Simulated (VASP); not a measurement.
# Ga2TeO3 (I4/mmm) in VASP: notebook, part 2 of 2

VASP 6.6.1. Earlier steps stand in the parts before.

## Step 3: Single point, PBE

This run uses another cell than the first one, of 18.15 Å³/atom.

Input file INCAR:

```
PREC = Accurate
ENCUT = 520
EDIFF = 1E-7
ISMEAR = 0
SIGMA = 0.1
LREAL = False
LASPH = True
NELM = 60
ALGO = Normal
ISIF = 2
LWAVE = False
LCHARG = False
GGA = PE
NBANDS = 34
```

Input file KPOINTS:

```
regular mesh
0
Gamma
  10 10 10
```

Input file POSCAR:

```
Ga2TeO3
1.0
   -2.7279482202      2.7279482202      3.6581660721
    2.7279482202     -2.7279482202      3.6581660721
    2.7279482202      2.7279482202     -3.6581660721
Ga Te O
2 1 3
Direct
    0.7500000000      0.2500000000      0.5000000000
    0.2500000000      0.7500000000      0.5000000000
    0.0000000000      0.0000000000      0.0000000000
    0.5000000000      0.0000000000      0.5000000000
    0.0000000000      0.5000000000      0.5000000000
    0.5000000000      0.5000000000      0.0000000000
```

Potentials or basis: VASP PAW PBE potentials, release 64 (Ga_d, Te, O).

The run is started by

```
$ cat potpaw_PBE.64/Ga_d/POTCAR potpaw_PBE.64/Te/POTCAR potpaw_PBE.64/O/POTCAR > POTCAR
$ mpirun -np 1 vasp_std > vasp.out
```

OUTCAR:

```text
PREC = Accurate
   ENCUT = 520
   EDIFF = 1E-7
   ISMEAR = 0
   LREAL = False
   LASPH = True
   NELM = 60
   ISIF = 2
   GGA = PE

 ion  position               nearest neighbor table
   1  0.750  0.250  0.500-   4 1.83   5 1.83   3 3.28   3 3.28   3 3.28   3 3.28
   2  0.250  0.750  0.500-   4 1.83   5 1.83   3 3.28   3 3.28   3 3.28   3 3.28
   3  0.000  0.000  0.000-   4 2.73   5 2.73   5 2.73   4 2.73   1 3.28   2 3.28   1 3.28   2 3.28
                             1 3.28   1 3.28   2 3.28   2 3.28
   4  0.500  0.000  0.500-   1 1.83   2 1.83   3 2.73   3 2.73
   5  0.000  0.500  0.500-   1 1.83   2 1.83   3 2.73   3 2.73
   6  0.500  0.500  0.000-

  LATTYP: Found a body centered tetragonal cell.
 ALAT       =     5.4558964404
 C/A-ratio  =     1.3409954210

  Lattice vectors:

 A1 = (  -2.7279482202,   2.7279482202,   3.6581660721)
 A2 = (   2.7279482202,  -2.7279482202,   3.6581660721)
 A3 = (   2.7279482202,   2.7279482202,  -3.6581660721)

Analysis of symmetry for initial positions (statically):
=====================================================================
 Subroutine PRICEL returns:
 Original cell was already a primitive cell.

 Routine SETGRP: Setting up the symmetry group for a
 body centered tetragonal supercell.

 Subroutine GETGRP returns: Found 16 space group operations
 (whereof 16 operations were pure point group operations)
 out of a pool of 16 trial point group operations.

The static configuration has the point symmetry D_4h.

Analysis of symmetry for dynamics (positions and initial velocities):
=====================================================================
 Subroutine PRICEL returns:
 Original cell was already a primitive cell.

 Routine SETGRP: Setting up the symmetry group for a
 body centered tetragonal supercell.

 Subroutine GETGRP returns: Found 16 space group operations
 (whereof 16 operations were pure point group operations)
 out of a pool of 16 trial point group operations.

The dynamic configuration has the point symmetry D_4h.

 Subroutine INISYM returns: Found 16 space group operations
 (whereof 16 operations are pure point group operations),
 and found     1 'primitive' translations

----------------------------------------------------------------------------------------

                                     Primitive cell

  volume of cell :     108.8919

  direct lattice vectors                    reciprocal lattice vectors
    -2.727948220  2.727948220  3.658166072     0.000000000  0.183287936  0.136680509
     2.727948220 -2.727948220  3.658166072     0.183287936  0.000000000  0.136680509
     2.727948220  2.727948220 -3.658166072     0.183287936  0.183287936  0.000000000

  length of vectors
     5.316538535  5.316538535  5.316538535     0.228639518  0.228639518  0.259208286

  position of ions in fractional coordinates (direct lattice)
     0.750000000  0.250000000  0.500000000
     0.250000000  0.750000000  0.500000000
     0.000000000  0.000000000  0.000000000
     0.500000000  0.000000000  0.500000000
     0.000000000  0.500000000  0.500000000
     0.500000000  0.500000000  0.000000000

  ion indices of the primitive-cell ions
   primitive index   ion index
                 1           1
                 2           2
                 3           3
                 4           4
                 5           5
[... 32 lines left out ...]
  0.200000  0.000000 -0.000000      8.000000
  0.300000  0.000000 -0.000000      8.000000
  0.400000  0.000000 -0.000000      8.000000
  0.500000  0.000000  0.000000      4.000000
[... 16 lines left out ...]
  0.300000  0.300000 -0.000000      8.000000
  0.400000  0.300000  0.000000     16.000000
 [... further k-points ...]
   k-points           NKPTS =    102   k-points in BZ     NKDIM =    102   number of bands    NBANDS=     34
   number of dos      NEDOS =    301   number of ions     NIONS =      6
   total plane-waves  NPLWV =  64000
   dimension x,y,z NGX =    40 NGY =   40 NGZ =   40
   dimension x,y,z NGXF=    80 NGYF=   80 NGZF=   80
   ions per type =               2   1   3
   NGX,Y,Z   is equivalent  to a cutoff of  12.51, 12.51, 12.51 a.u.
   NGXF,Y,Z  is equivalent  to a cutoff of  25.02, 25.02, 25.02 a.u.
 SYSTEM =  unknown system
   PREC   = accura    normal or accurate (medium, high low for compatibility)
   ISTART =      0    job   : 0-new  1-cont  2-samecut
   ICHARG =      2    charge: 1-file 2-atom 10-const
   ISPIN  =      1    spin polarized calculation?
   LNONCOLLINEAR =      F non collinear calculations
   LSORBIT =      F    spin-orbit coupling
   LASPH  =      T    aspherical Exc in radial PAW
   ENCUT  =  520.0 eV  38.22 Ry    6.18 a.u.   9.89  9.89  9.89*2*pi/ulx,y,z
   NELM   =     60;   NELMIN=  2; NELMDL= -5     # of ELM steps
   EDIFF  = 0.1E-06   stopping-criterion for ELM
   LREAL  =      F    real-space projection
   EDIFFG = 0.1E-05   stopping-criterion for IOM
   NSW    =      0    number of steps for IOM
   IBRION =     -1    ionic relax: 0-MD 1-quasi-New 2-CG
   NFREE  =      0    steps in history (QN), initial steepest desc. (CG)
   ISIF   =      2    stress and relaxation
   ISYM   =      2    0-nonsym 1-usesym 2-fastsym
   POTIM  = 0.5000    time-step for ionic-motion
   TEBEG  =    0.0;   TEEND  =   0.0 temperature during run
   PSTRESS=    0.0 pullay stress
   NELECT =      50.0000    total number of electrons
   NUPDOWN=      -1.0000    fix difference up-down
   EMIN   =  10.00;   EMAX   =-10.00  energy-range for DOS
   EFERMI =   0.00;   METHOD = LEGACY
   ISMEAR =     0;   SIGMA  =   0.10  broadening in eV -4-tet -1-fermi 0-gaus
   EFERMI_NEDOS =   21; number of points for ismear=-14 and -15
   IALGO  =     38    algorithm
   IMIX   =      4    mixing-type and parameters
     AMIX     =   0.40;   BMIX     =  1.00
     AMIX_MAG =   1.60;   BMIX_MAG =  1.00
  volume/ion in A,a.u.               =      18.15       122.47
  Fermi-wavevector in a.u.,A,eV,Ry     =   1.262989  2.386703 21.703218  1.595142
  Thomas-Fermi vector in A             =   2.396369
   LORBIT       =      0    0 simple, 1 ext, 2 COOP (PROOUT), +10 PAW based schemes
   GGA     = PE    functional components
   LHFCALC =     F    Hartree Fock is set to
   AEXX    =    0.0000 exact exchange contribution
   IVDW    =     0    specifies the selected vdW correction
   LEPSILON=     F    determine dielectric tensor
   LRPA    =     F    only Hartree local field effects (RPA)
 non-spin polarized calculation
 Gauss-broadening in eV      SIGMA  =   0.10
  energy-cutoff  :      520.00
  volume of cell :      108.89
 maximum number of plane-waves:      2951
   NGX = 19   NGY = 19   NGZ = 19

 number of electron      49.9999997 magnetization

 Free energy of the ion-electron system (eV)
  ---------------------------------------------------
  ext. energy  EPLUGINS =         0.00000000
  ---------------------------------------------------
  free energy    TOTEN  =       -22.61762638 eV

  energy without entropy =      -22.56374672  energy(sigma->0) =      -22.59068655

 E-fermi :   3.6807     XC(G=0):  -9.7082

 val. band max:        3.6801823214   @ k =  -0.4000  -0.4000   0.2000
 cond. band min:       3.6819194899   @ k =  -0.2000   0.2000   0.2000
 fundamental gap:      0.0017371685
 Fermi energy:         3.6807126385

 k-point     1 :       0.0000    0.0000    0.0000
  band No.  band energies     occupation
      1     -16.4928      2.00000
      2     -15.4825      2.00000
      3     -12.2419      2.00000
      4     -11.9437      2.00000
      5     -11.9324      2.00000
      6     -11.9152      2.00000
[... 877 lines left out ...]
     33      12.3817      0.00000
     34      12.4799      0.00000

 [... further k-points ...]

------------------------ aborting loop because EDIFF is reached ----------------------------------------

  FORCE on cell =-STRESS in cart. coord.  units (eV):
  Direction    XX          YY          ZZ          XY          YZ          ZX
  --------------------------------------------------------------------------------------
  -------------------------------------------------------------------------------------
  Total       -0.1266497     -0.1266497      0.3532145      0.0000000      0.0000000      0.0000000
  in kB       -1.8634556     -1.8634556      5.1970092      0.0000000      0.0000000      0.0000000
  external PRESSURE =       0.4900327 kB  Pullay stress =       0.0000000 kB

 VOLUME and BASIS-vectors are now :
 -----------------------------------------------------------------------------
  energy-cutoff  :      520.00
  volume of cell :      108.89
      direct lattice vectors                 reciprocal lattice vectors
    -2.727948220  2.727948220  3.658166072     0.000000000  0.183287936  0.136680509
     2.727948220 -2.727948220  3.658166072     0.183287936  0.000000000  0.136680509
     2.727948220  2.727948220 -3.658166072     0.183287936  0.183287936  0.000000000

 POSITION                                       TOTAL-FORCE (eV/Angst)
 -----------------------------------------------------------------------------------
      0.00000      2.72795      1.82908         0.000000     -0.000000     -0.000000
      2.72795      0.00000      1.82908        -0.000000      0.000000      0.000000
      0.00000      0.00000      0.00000        -0.000000     -0.000000      0.000000
      0.00000      2.72795      0.00000        -0.000000     -0.000000      0.000000
      2.72795      0.00000      0.00000        -0.000000     -0.000000      0.000000
      0.00000      0.00000      3.65817        -0.000000     -0.000000      0.000000
 -----------------------------------------------------------------------------------
    total drift:                                0.000000     -0.000000      0.000000

  FREE ENERGIE OF THE ION-ELECTRON SYSTEM (eV)
  ---------------------------------------------------
  free  energy   TOTEN  =       -22.6176263819 eV

  energy  without entropy=      -22.5637467163  energy(sigma->0) =      -22.59068655
```

OSZICAR:

```text
N       E                     dE             d eps       ncg     rms          rms(c)
DAV:   1     0.500852180522E+03    0.50085E+03   -0.22959E+04  7564   0.204E+03
DAV:   2     0.529348222273E+02   -0.44792E+03   -0.41893E+03  7880   0.550E+02
DAV:   3    -0.266305695160E+02   -0.79565E+02   -0.76223E+02  8490   0.172E+02
DAV:   4    -0.311466441210E+02   -0.45161E+01   -0.44679E+01  8288   0.453E+01
[... 12 lines left out ...]
DAV:  17    -0.226177859665E+02    0.22232E-03   -0.40973E-04  7606   0.947E-02    0.132E-01
DAV:  18    -0.226176453011E+02    0.14067E-03   -0.22541E-04  8886   0.564E-02    0.475E-02
DAV:  19    -0.226176274867E+02    0.17814E-04   -0.37213E-05  9290   0.300E-02    0.135E-02
DAV:  20    -0.226176264703E+02    0.10164E-05   -0.78971E-06  9228   0.126E-02    0.360E-03
DAV:  21    -0.226176263819E+02    0.88419E-07   -0.91140E-07  7324   0.452E-03
   1 F= -.22617626E+02 E0= -.22590687E+02  d E =-.538797E-01
```

stdout:

```text
POSCAR found type information on POSCAR GaTeO
 POSCAR found :  3 types and       6 ions
 scaLAPACK will be used
 LDA part: xc-table for (Slater+PW92), standard interpolation
 POSCAR, INCAR and KPOINTS ok, starting setup
 FFT: planning ... GRIDC
 FFT: planning ... GRID_SOFT
 FFT: planning ... GRID
 WAVECAR not read
 entering main loop
```

Wall time 8.3 min (1 thread of Intel Xeon Platinum 8259CL at 2.50GHz (Skylake/Cascade Lake), shared host); peak memory 0.48 GiB.

Results:

```yaml
Free_energy: -22.6176 eV
Pressure: 0.0 GPa
Band_gap_on_the_k_mesh: zero (bands 25 and 26 overlap by 0.67 eV)
```

Stress tensor (GPa, compression positive):
```
-0.19  0.00  0.00
 0.00 -0.19  0.00
 0.00  0.00  0.52
```

Caveat: spin-orbit coupling is left out, which moves the levels of the heavy elements.

The gap in the log of VASP goes by the Fermi energy; the results here count the filled bands.